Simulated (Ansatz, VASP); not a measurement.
Given: the input of a run of Ansatz 0.2.0 on HfMoC2.

The input input.yaml:

```yaml
crystal:
  lattice:
    - [3.191423, 0.0, 0.0]
    - [0.0, 3.191423, 0.0]
    - [0.0, 0.0, 4.485164]
  atoms:
    - { symbol: Hf, position: [0.0, 0.0, 0.0] }
    - { symbol: Mo, position: [0.5, 0.5, 0.5] }
    - { symbol: C, position: [0.5, 0.5, 0.0] }
    - { symbol: C, position: [0.0, 0.0, 0.5] }
kpoints:
  mp_grid: { grid: [4, 4, 3] }
scf:
  occupations: { method: fermi_dirac, width: 0.04 }
hamiltonian:
  xc: pbe
  pseudopotentials: { kind: all_electron, lapw: { basis_error: 0.003 } }
output:
  forces: true
  stress: true
  eigenvalues: true
```

Potentials or basis: all-electron LAPW, scalar-relativistic.

Command:

```sh
$ ansatz run input.yaml --threads 2 --pin off --max-ram 6144MiB --backend cpu --events-out ev --progress --plain --runs-dir out
```

Task: Set up the same calculation for VASP 6.6.1. Potentials there: VASP PAW PBE potentials, release 64 (Hf_pv, Mo_sv, C).

Result: As run (the cutoff follows the program's own potentials):

The input INCAR:

```
PREC = Accurate ; ENCUT = 520
EDIFF = 1E-7 ; ISMEAR = -1
SIGMA = 0.04 ; LREAL = False
LASPH = True ; NELM = 60
ALGO = Normal ; ISIF = 2
LWAVE = False ; LCHARG = False
GGA = PE ; NBANDS = 24
```

The input KPOINTS:

```
Automatic mesh
0
Gamma
  4 4 3
```

Contents of POSCAR:

```
HfMoC2
1.0
    3.1914230000      0.0000000000      0.0000000000
    0.0000000000      3.1914230000      0.0000000000
    0.0000000000      0.0000000000      4.4851640000
Hf Mo C
1 1 2
Direct
    0.0000000000      0.0000000000      0.0000000000
    0.5000000000      0.5000000000      0.5000000000
    0.5000000000      0.5000000000      0.0000000000
    0.0000000000      0.0000000000      0.5000000000
```

Potentials or basis: VASP PAW PBE potentials, release 64 (Hf_pv, Mo_sv, C).

Launch:

```sh
$ cat potpaw_PBE.64/Hf_pv/POTCAR potpaw_PBE.64/Mo_sv/POTCAR potpaw_PBE.64/C/POTCAR > POTCAR
$ mpirun -np 1 vasp_std > vasp.out
```

Both were run:

|  | VASP | Ansatz | Ansatz less VASP |
| --- | --- | --- | --- |
| gap on the k mesh at the Fermi level (eV) | none | none | - |
| pressure (GPa) | -0.9 | -0.7 | +0.19 |
| traceless stress, the component that is largest in VASP (GPa) | -3.51 | -3.21 | +0.294 |

A gap of «none» marks a metal or a gap that the smearing closes. Ansatz ran all-electron here, and VASP with PAW potentials.

The k mesh is coarse, so the values compare programs but aren't converged. Neither program's run includes spin-orbit coupling. Noted on Ansatz's run: the k mesh is thin for a metal, which can move the energy by tens of meV per atom.
